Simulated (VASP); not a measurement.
# Li (a cell with a defect) in VASP: a series of runs

Runs on Li (a cell with a defect). Level: PBE. Tasks: single point.

All numbers are computed with VASP 6.6.1; they aren't measurements. Logs are shortened: lines on timing, memory, paths and dates and some standing lists are left out, and cuts for length are marked.

### Step 1. The cell of the first run

The cell holds a defect, 17 atoms: a = 6.980 Å, b = 6.980 Å, c = 6.980 Å, α = 90.00°, β = 90.00°, γ = 90.00°.

### Step 2. Single point, PBE

INCAR reads:

```
ALGO = Normal
EDIFF = 1E-7
ENCUT = 520
GGA = PE
ISIF = 2
ISMEAR = -1
LASPH = True
LCHARG = False
LREAL = Auto
LWAVE = False
NBANDS = 40
NELM = 100
PREC = Accurate
SIGMA = 0.1
```

KPOINTS reads:

```
k-points
0
Gamma
  2 2 2
```

POSCAR reads:

```
Li
1.0
    6.9800000000      0.0000000000      0.0000000000
    0.0000000000      6.9800000000      0.0000000000
    0.0000000000      0.0000000000      6.9800000000
Li
17
Direct
    0.0007364305     -0.0295476713      0.0208123250
    0.4705269725     -0.0375052386     -0.0102779117
   -0.0147844883      0.5102669962      0.0294465845
   -0.0145032606      0.1375588366      0.4158310448
    0.2763097212      0.2620821781      0.2110204342
    0.5301992936      0.5363589682      0.0580514494
    0.4762134249      0.0010454552      0.5205177433
    0.7013905572      0.2220686615      0.2018829015
   -0.0106952074      0.5024478322      0.4968450846
    0.2438647230      0.7570776142      0.2864076315
    0.2446922202      0.2521628460      0.7742617939
    0.5145438559      0.4675098313      0.4866676303
    0.7549381062      0.7842475962      0.3025737485
    0.7448335862      0.2444117065      0.7712930906
    0.3011503314      0.6500235965      0.7773750579
    0.7249377122      0.7265379542      0.7568306182
    0.0578779214      0.8837839370      0.6436846732
```

Potentials or basis: VASP PAW PBE potentials, release 64 (Li_sv).

Started as:

```console
> cat potpaw_PBE.64/Li_sv/POTCAR > POTCAR
> mpirun -np 1 vasp_std > vasp.out
```

OUTCAR:

```text
EDIFF = 1E-7
   ENCUT = 520
   GGA = PE
   ISIF = 2
   ISMEAR = -1
   LASPH = True
   LREAL = Auto
   NELM = 100
   PREC = Accurate

 ion  position               nearest neighbor table
   1  0.001  0.970  0.021-
   2  0.471  0.962  0.990-
   3  0.985  0.510  0.029-
   4  0.985  0.138  0.416-  17 2.43   8 2.55
   5  0.276  0.262  0.211-
   6  0.530  0.536  0.058-
   7  0.476  0.001  0.521-
   8  0.701  0.222  0.202-   4 2.55
   9  0.989  0.502  0.497-
  10  0.244  0.757  0.286-
  11  0.245  0.252  0.774-
  12  0.515  0.468  0.487-
  13  0.755  0.784  0.303-
  14  0.745  0.244  0.771-
  15  0.301  0.650  0.777-  17 2.53
  16  0.725  0.727  0.757-
  17  0.058  0.884  0.644-   4 2.43  15 2.53

  LATTYP: Found a simple cubic cell.
 ALAT       =     6.9800000000

  Lattice vectors:

 A1 = (   6.9800000000,   0.0000000000,   0.0000000000)
 A2 = (   0.0000000000,   6.9800000000,   0.0000000000)
 A3 = (   0.0000000000,   0.0000000000,   6.9800000000)

Analysis of symmetry for initial positions (statically):
=====================================================================
 Subroutine PRICEL returns:
 Original cell was already a primitive cell.

 Routine SETGRP: Setting up the symmetry group for a
 simple cubic supercell.

 Subroutine GETGRP returns: Found  1 space group operations
 (whereof  1 operations were pure point group operations)
 out of a pool of 48 trial point group operations.

The static configuration has the point symmetry C_1 .

Analysis of symmetry for dynamics (positions and initial velocities):
=====================================================================
 Subroutine PRICEL returns:
 Original cell was already a primitive cell.

 Routine SETGRP: Setting up the symmetry group for a
 simple cubic supercell.

 Subroutine GETGRP returns: Found  1 space group operations
 (whereof  1 operations were pure point group operations)
 out of a pool of 48 trial point group operations.

The dynamic configuration has the point symmetry C_1 .

 Subroutine INISYM returns: Found  1 space group operations
 (whereof  1 operations are pure point group operations),
 and found     1 'primitive' translations
[... 106 lines left out ...]
   ENCUT  =  520.0 eV  38.22 Ry    6.18 a.u.  12.98 12.98 12.98*2*pi/ulx,y,z
   NELM   =    100;   NELMIN=  2; NELMDL= -5     # of ELM steps
   EDIFF  = 0.1E-06   stopping-criterion for ELM
   LREAL  =      T    real-space projection
   EDIFFG = 0.1E-05   stopping-criterion for IOM
   NSW    =      0    number of steps for IOM
   IBRION =     -1    ionic relax: 0-MD 1-quasi-New 2-CG
   NFREE  =      0    steps in history (QN), initial steepest desc. (CG)
   ISIF   =      2    stress and relaxation
   ISYM   =      2    0-nonsym 1-usesym 2-fastsym
   POTIM  = 0.5000    time-step for ionic-motion
   TEBEG  =    0.0;   TEEND  =   0.0 temperature during run
   PSTRESS=    0.0 pullay stress
   NELECT =      51.0000    total number of electrons
   NUPDOWN=      -1.0000    fix difference up-down
   EMIN   =  10.00;   EMAX   =-10.00  energy-range for DOS
   EFERMI =   0.00;   METHOD = LEGACY
   ISMEAR =    -1;   SIGMA  =   0.10  broadening in eV -4-tet -1-fermi 0-gaus
   EFERMI_NEDOS =   21; number of points for ismear=-14 and -15
   IALGO  =     38    algorithm
   IMIX   =      4    mixing-type and parameters
     AMIX     =   0.40;   BMIX     =  1.00
     AMIX_MAG =   1.60;   BMIX_MAG =  1.00
  volume/ion in A,a.u.               =      20.00       134.99
  Fermi-wavevector in a.u.,A,eV,Ry     =   0.869780  1.643646 10.293044  0.756517
  Thomas-Fermi vector in A             =   1.988651
   LORBIT       =      0    0 simple, 1 ext, 2 COOP (PROOUT), +10 PAW based schemes
   GGA     = PE    functional components
   LHFCALC =     F    Hartree Fock is set to
   AEXX    =    0.0000 exact exchange contribution
   IVDW    =     0    specifies the selected vdW correction
   LEPSILON=     F    determine dielectric tensor
   LRPA    =     F    only Hartree local field effects (RPA)
 non-spin polarized calculation
  energy-cutoff  :      520.00
  volume of cell :      340.07
 maximum number of plane-waves:      9124
 NGX is ok and might be reduce to    54
   NGX = 25   NGY = 25   NGZ = 25

 number of electron      51.0000007 magnetization

 Free energy of the ion-electron system (eV)
  ---------------------------------------------------
  ext. energy  EPLUGINS =         0.00000000
  ---------------------------------------------------
  free energy    TOTEN  =       -31.62025978 eV

  energy without entropy =      -31.30509951  energy(sigma->0) =      -31.46267964

 E-fermi :   0.4689     XC(G=0):  -7.0711

 val. band max:        0.4549226733   @ k =   0.5000   0.0000   0.5000
 cond. band min:       0.5144005938   @ k =   0.5000   0.0000   0.5000
 fundamental gap:      0.0594779205
 Fermi energy:         0.4689015977

 k-point     1 :       0.0000    0.0000    0.0000
  band No.  band energies     occupation
      1     -46.0427      2.00000
      2     -45.9949      2.00000
      3     -45.9680      2.00000
      4     -45.9545      2.00000
      5     -45.9268      2.00000
      6     -45.9054      2.00000
[... 309 lines left out ...]
     36       3.2026      0.00000
     37       3.2593      0.00000
 [bands above 37 left out]

------------------------ aborting loop because EDIFF is reached ----------------------------------------

  FORCE on cell =-STRESS in cart. coord.  units (eV):
  Direction    XX          YY          ZZ          XY          YZ          ZX
  --------------------------------------------------------------------------------------
  -------------------------------------------------------------------------------------
  Total        0.1173451      1.4281870      0.8755569     -0.3334834     -0.6132102      0.1614840
  in kB        0.5528527      6.7286724      4.1250452     -1.5711530     -2.8890407      0.7608060
  external PRESSURE =       3.8021901 kB  Pullay stress =       0.0000000 kB

 VOLUME and BASIS-vectors are now :
 -----------------------------------------------------------------------------
  energy-cutoff  :      520.00
  volume of cell :      340.07
      direct lattice vectors                 reciprocal lattice vectors
     6.980000000  0.000000000  0.000000000     0.143266476  0.000000000  0.000000000
     0.000000000  6.980000000  0.000000000     0.000000000  0.143266476  0.000000000
     0.000000000  0.000000000  6.980000000     0.000000000  0.000000000  0.143266476

 POSITION                                       TOTAL-FORCE (eV/Angst)
 -----------------------------------------------------------------------------------
      0.00514      6.77376      0.14527         0.011037      0.009521      0.003456
      3.28428      6.71821      6.90826        -0.020892      0.010023     -0.008209
      6.87680      3.56166      0.20554        -0.020136      0.003489      0.008523
      6.87877      0.96016      2.90250        -0.033941     -0.077272      0.008932
      1.92864      1.82933      1.47292        -0.010486      0.013153      0.002746
      3.70079      3.74379      0.40520         0.046269     -0.008167     -0.008583
[... 9 lines left out ...]
      5.06007      5.07123      5.28268         0.003335      0.045099     -0.025153
      0.40399      6.16881      4.49292         0.049561      0.026490      0.052287
 -----------------------------------------------------------------------------------
    total drift:                               -0.009207     -0.004580      0.007592

  FREE ENERGIE OF THE ION-ELECTRON SYSTEM (eV)
  ---------------------------------------------------
  free  energy   TOTEN  =       -31.6202597769 eV

  energy  without entropy=      -31.3050995127  energy(sigma->0) =      -31.46267964
```

OSZICAR:

```text
N       E                     dE             d eps       ncg     rms          rms(c)
DAV:   1     0.294521378812E+03    0.29452E+03   -0.22073E+04   640   0.127E+03
DAV:   2     0.477990673465E+02   -0.24672E+03   -0.23199E+03   640   0.341E+02
DAV:   3    -0.149575922090E+02   -0.62757E+02   -0.60938E+02  1176   0.846E+01
DAV:   4    -0.288119579837E+02   -0.13854E+02   -0.13608E+02  1088   0.654E+01
DAV:   5    -0.316733279855E+02   -0.28614E+01   -0.28605E+01  1200   0.190E+01    0.140E+00
DAV:   6    -0.316338632433E+02    0.39465E-01   -0.64578E-01   968   0.452E+00    0.722E-01
DAV:   7    -0.316207463778E+02    0.13117E-01   -0.93093E-02  1056   0.122E+00    0.260E-01
DAV:   8    -0.316202437882E+02    0.50259E-03   -0.15715E-02  1072   0.530E-01    0.132E-01
DAV:   9    -0.316202622083E+02   -0.18420E-04   -0.16571E-03  1040   0.197E-01    0.657E-02
DAV:  10    -0.316202627883E+02   -0.58000E-06   -0.29412E-04  1008   0.984E-02    0.153E-02
DAV:  11    -0.316202642023E+02   -0.14140E-05   -0.75431E-05  1016   0.430E-02    0.102E-02
DAV:  12    -0.316202597185E+02    0.44838E-05   -0.36124E-06   976   0.179E-02    0.165E-03
DAV:  13    -0.316202596837E+02    0.34779E-07   -0.48674E-06  1008   0.928E-03    0.829E-04
DAV:  14    -0.316202597769E+02   -0.93149E-07   -0.17563E-07   656   0.240E-03
   1 F= -.31620260E+02 E0= -.31462680E+02  d E =-.315160E+00
```

stdout:

```text
POSCAR found type information on POSCAR Li
 POSCAR found :  1 types and      17 ions
 scaLAPACK will be used
 LDA part: xc-table for (Slater+PW92), standard interpolation
 POSCAR, INCAR and KPOINTS ok, starting setup
 FFT: planning ... GRIDC
 FFT: planning ... GRID_SOFT
 FFT: planning ... GRID
 WAVECAR not read
 entering main loop
```

It took 81 s on 1 thread of Intel Xeon 6975P-C (Granite Rapids), shared host; peak memory 0.37 GiB.

Results:

```
Free energy            : -31.6203 eV
Largest force          : 0.085 eV/Å
Band gap on the k mesh : zero (an odd number of electrons rules out a gap without spin polarisation)
```

Forces in eV/Å, atoms in the order of the input:
```
Li   0.011  0.010  0.003
Li  -0.021  0.010 -0.008
Li  -0.020  0.003  0.009
Li  -0.034 -0.077  0.009
Li  -0.010  0.013  0.003
Li   0.046 -0.008 -0.009
Li   0.001  0.027 -0.001
Li   0.000 -0.032 -0.015
Li  -0.002  0.048  0.025
Li   0.022 -0.030 -0.041
Li  -0.033 -0.018  0.007
Li   0.008 -0.001  0.014
Li  -0.006  0.014 -0.009
Li   0.024 -0.034 -0.013
Li  -0.037  0.003 -0.002
Li   0.003  0.045 -0.025
Li   0.050  0.026  0.052
```

Levels at points of the mesh, in eV from the Fermi level:
| k point | band 21 | band 22 | band 23 | band 24 | band 25 | band 26 | band 27 | band 28 | band 29 | band 30 |
| --- | --- | --- | --- | --- | --- | --- | --- | --- | --- | --- |
| (0.00, 0.00, 0.00) | -1.08 | -1.08 | -1.01 | -0.99 | 0.24 | 0.27 | 0.46 | 0.49 | 0.53 | 0.55 |
| (0.50, 0.00, 0.00) | -0.60 | -0.59 | -0.58 | -0.53 | -0.51 | -0.49 | -0.44 | 0.97 | 1.01 | 1.19 |
| (0.00, 0.50, 0.00) | -0.60 | -0.58 | -0.55 | -0.52 | -0.49 | -0.47 | -0.46 | 0.94 | 1.05 | 1.15 |
| (0.00, 0.00, 0.50) | -0.62 | -0.58 | -0.56 | -0.52 | -0.50 | -0.47 | -0.46 | 0.93 | 1.09 | 1.15 |
| (0.50, 0.50, 0.00) | -2.21 | -0.20 | -0.14 | -0.08 | -0.05 | 0.10 | 0.15 | 0.20 | 0.28 | 1.58 |
| (0.00, 0.50, 0.50) | -2.21 | -0.25 | -0.17 | -0.11 | -0.04 | 0.06 | 0.15 | 0.32 | 0.37 | 1.49 |
| (0.50, 0.00, 0.50) | -2.22 | -0.16 | -0.16 | -0.05 | -0.01 | 0.05 | 0.14 | 0.18 | 0.28 | 1.61 |
| (0.50, 0.50, 0.50) | -1.67 | -1.65 | -1.65 | -1.64 | -1.61 | 1.83 | 2.04 | 2.05 | 2.18 | 2.30 |

Caveat: the k points lie up to 0.45 Å⁻¹ apart, too coarse for converged energies and pressures of a metal; the cutoff is under 1.25 times the usual one of these potentials, so pressure, stress and relaxed cells hold a basis-set (Pulay) error.

### Step 3. Single point, PBE

INCAR reads:

```
  PREC = Accurate
  ENCUT = 520
  EDIFF = 1E-7
  ISMEAR = -1
  SIGMA = 0.1
  LREAL = Auto
  LASPH = True
  NELM = 100
  ALGO = Normal
  ISIF = 2
  LWAVE = False
  LCHARG = False
  GGA = PE
  NBANDS = 40
```

KPOINTS reads:

```
Automatic mesh
0
Gamma
  2 2 2
```

POSCAR reads:

```
Li
1.0
    6.9800000000      0.0000000000      0.0000000000
    0.0000000000      6.9800000000      0.0000000000
    0.0000000000      0.0000000000      6.9800000000
Li
17
Direct
   -0.0493123209     -0.0277363897      0.0579942693
    0.4043982808     -0.0262320917     -0.0492836676
    0.0543696275      0.6221060172     -0.0247851003
    0.0865902579      0.2458309456      0.4601432665
    0.2767191977      0.3707593123     -0.0583094556
    0.5768481375      0.6415616046      0.0221346705
    0.3144555874     -0.0765042980      0.3058022923
    0.7503868195      0.0384813754      0.3011461318
   -0.1741547278      0.3786246418      0.7354011461
    0.0646848138      0.5427363897      0.3290401146
    0.4361318052      0.1723782235      0.6833381089
    0.5028796562      0.3922779370      0.3759025788
    0.7980229226      0.7132091691      0.4772063037
    0.6715472779      0.2749426934      1.0835100287
    0.4063323782      0.6746561605      0.6320916905
    0.7813610315      1.0310458453      0.7615329513
    0.1009598854      0.9024212034      0.6503724928
```

Potentials or basis: VASP PAW PBE potentials, release 64 (Li_sv).

Started as:

```console
> cat potpaw_PBE.64/Li_sv/POTCAR > POTCAR
> mpirun -np 1 vasp_std > vasp.out
```

Wall time 87 s (1 thread of Intel Xeon 6975P-C (Granite Rapids), shared host); peak memory 0.37 GiB.

It converged, with:

| Quantity | Value |
| --- | --- |
| Free energy | -29.1700 eV |
| Largest force | 1.230 eV/Å |
| Band gap on the k mesh | zero (an odd number of electrons rules out a gap without spin polarisation) |

Forces on the atoms (eV/Å):
```
Li   0.904  0.059 -0.085
Li  -0.068 -0.233  0.312
Li  -0.373  0.459 -0.365
Li  -0.011 -0.605  0.129
Li   0.008 -0.471  0.208
Li   0.312  0.302  0.089
Li   0.059 -0.069  0.097
Li  -0.461 -0.189  1.125
Li  -0.004  0.477 -0.157
Li   0.330  0.485 -0.203
Li   0.131  0.137 -0.751
Li  -0.162  0.096  0.051
Li  -0.432 -0.053  0.118
Li   0.102  0.352 -0.565
Li   0.044 -0.142  0.243
Li  -0.533 -0.479 -0.318
Li   0.155 -0.125  0.072
```

Levels at points of the mesh, in eV from the Fermi level:
| k point | band 23 | band 24 | band 25 | band 26 | band 27 | band 28 |
| --- | --- | --- | --- | --- | --- | --- |
| (0.00, 0.00, 0.00) | -0.99 | -0.96 | 0.44 | 0.55 | 0.74 | 0.83 |
| (0.50, 0.00, 0.00) | -0.54 | -0.50 | -0.47 | -0.41 | -0.37 | 0.96 |
| (0.00, 0.50, 0.00) | -0.56 | -0.54 | -0.44 | -0.36 | -0.20 | 1.02 |
| (0.00, 0.00, 0.50) | -0.59 | -0.49 | -0.43 | -0.34 | -0.26 | 0.88 |
| (0.50, 0.50, 0.00) | -0.25 | -0.15 | -0.05 | 0.12 | 0.23 | 0.43 |
| (0.00, 0.50, 0.50) | -0.21 | -0.18 | -0.11 | 0.13 | 0.32 | 0.39 |
| (0.50, 0.00, 0.50) | -0.28 | -0.18 | -0.05 | 0.07 | 0.20 | 0.36 |
| (0.50, 0.50, 0.50) | -1.59 | -1.56 | -1.52 | 1.52 | 1.81 | 1.90 |

Caveat: the k points lie up to 0.45 Å⁻¹ apart, too coarse for converged energies and pressures of a metal; the cutoff is under 1.25 times the usual one of these potentials, so pressure, stress and relaxed cells hold a basis-set (Pulay) error.

[end of part 1 of 2]

The gap in the log of VASP goes by the Fermi energy; the results here count the filled bands.